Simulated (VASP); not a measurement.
Crystal: PbS.

```
Pb S
1.0
     0.00000    2.98723    2.98723
     2.97230    0.00000    2.98723
     2.97230    2.98723    0.00000
Pb S
1 1
Direct
  0.00000 0.00000 0.00000
  0.50000 0.50000 0.50000
```

This cell differs from its parent crystal: uniaxial x strain -0.5%.

Base run:

* Program: VASP 6.6.1
* Functional: r2SCAN
* Potentials or basis: VASP PAW PBE potentials, release 64 (Pb_d, S)
* Cutoff: 520 eV
* k mesh: 8 × 8 × 8
* Occupations: gaussian, width 0.01 eV
* Spin: no spin polarisation

Its results: band gap on the k mesh 0.68 eV, direct; pressure 0.3 GPa.

The run is repeated on the same cell with these changes: functional from r2SCAN to PBE; occupations from gaussian, width 0.01 eV to fermi-dirac, width 0.02 eV. What comes out?

Band gap on the k mesh 0.42 eV, direct; pressure 1.1 GPa.

Caveats: spin-orbit coupling is left out, which moves the levels of the heavy elements; the PAW data sets were made with another functional, which shifts forces and pressure a little (some runs).

A k mesh can miss the band edges.
